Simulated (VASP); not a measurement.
Runs of VASP 6.6.1 on Al5As. The structure is that of space group P6/mmm (No. 191), or close to it. The cells are those of the table. 

```csv
task,cell,k mesh,cutoff (eV),gap on the mesh (eV),pressure (GPa),relaxed volume (Å³/atom),largest force (eV/Å)
relaxation of cell and atoms,"relaxed from a = 6.579, b = 6.579, c = 5.243 Å, angles 90.0, 90.0, 120.0°, 6 atoms",3 × 3 × 4,600,none,0.0,34.78,0.03
single point,"a = 5.426, b = 5.426, c = 7.459 Å, angles 90.0, 90.0, 120.0°, 6 atoms",6 × 6 × 2,520,none,0.0,-,0.03
relaxation of cell and atoms,"relaxed from a = 5.426, b = 5.426, c = 7.459 Å, angles 90.0, 90.0, 120.0°, 6 atoms",6 × 6 × 4,600,none,0.1,(a),0.01
single point,"a = 5.542, b = 5.542, c = 7.822 Å, angles 90.0, 90.0, 120.0°, 6 atoms",3 × 3 × 4,520,none,0.1,-,0.02
relaxation of cell and atoms,"relaxed from a = 5.542, b = 5.542, c = 7.822 Å, angles 90.0, 90.0, 120.0°, 6 atoms",6 × 6 × 2,600,none,0.1,31.58,0.01
single point,"a = 5.428, b = 5.428, c = 7.967 Å, angles 90.0, 90.0, 120.0°, 6 atoms",12 × 12 × 6,520,none,0.0,-,0.02
single point,"a = 5.414, b = 5.414, c = 7.798 Å, angles 90.0, 90.0, 120.0°, 6 atoms",6 × 6 × 4,520,none,0.1,-,0.02
```

Alike in all rows: level PBE; potentials or basis VASP PAW PBE potentials, release 64 (Al, As); no spin polarisation; smearing gaussian 0.1 eV.

Problem. Estimate the missing entries.

Solution. (a) 32.95.

Caveats: some runs use coarse meshes.

A k mesh can miss the band edges, and the runs leave out spin-orbit coupling on As.

A gap of «none» marks levels without a gap at the run's occupations.
